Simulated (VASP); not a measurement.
## Al2O3: single point with PBE

The system is Al2O3.

```xyz
10
Lattice="2.3059 1.3313 4.7544 -2.3059 1.3313 4.7544 0.0000 -2.6626 4.7544" Properties=species:S:1:pos:R:3 pbc="T T T"
Al    0.0000    0.0000   12.0997
Al    0.0000    0.0000    9.2950
Al    0.0000    0.0000    2.1634
Al    0.0000    0.0000    4.9681
O    -0.8939   -1.3313    5.9430
O     1.5999   -0.1085    5.9430
O    -0.7060    1.4398    5.9430
O     0.8939    1.3313    8.3201
O    -1.5999    0.1085    8.3201
O     0.7060   -1.4398    8.3201
```

This cell differs from its parent crystal: c/a of the conventional cell at fixed volume 3.0928.

```yaml
Program: VASP 6.6.1
Task: single point
Functional: PBE
Potentials_or_basis: VASP PAW PBE potentials, release 64 (Al, O)
Cutoff: 520 eV
k_mesh: 6 × 6 × 6
Occupations: gaussian, width 0.05 eV
Spin: no spin polarisation
```

```yaml
Pressure: 1.5 GPa
Largest_force: 0.481 eV/Å
Band_gap_on_the_k_mesh: 5.11 eV, direct
```

Forces on the atoms (eV/Å):
```
Al   0.000  0.000  0.194
Al   0.000  0.000 -0.194
Al   0.000  0.000 -0.194
Al   0.000  0.000  0.194
O    0.481  0.000  0.000
O   -0.241  0.417  0.000
O   -0.241 -0.417  0.000
O   -0.481  0.000  0.000
O    0.241 -0.417  0.000
O    0.241  0.417  0.000
```

Stress tensor (GPa, compression positive):
```
 18.41   0.00   0.00
  0.00  18.41   0.00
  0.00   0.00 -32.43
```

Levels at points of the mesh, in eV from the valence-band top:
```
           k point  band 22  band 23  band 24  band 25  band 26  band 27
(0.00, 0.00, 0.00)    -0.45     0.00     0.00     5.11     9.28     9.28
(0.50, 0.00, 0.00)    -1.09    -0.71    -0.71     7.81     7.81     8.76
(0.50, 0.50, 0.00)    -1.09    -0.96    -0.62     8.00     8.82     9.52
(0.50, 0.50, 0.50)    -0.24    -0.24    -0.24     8.17     8.17    10.33
```

It took 120 s on 1 thread of Intel(R) Xeon(R) Platinum 8259CL CPU @ 2.50GHz (Skylake/Cascade Lake), on a shared host, peak memory 0.28 GiB.
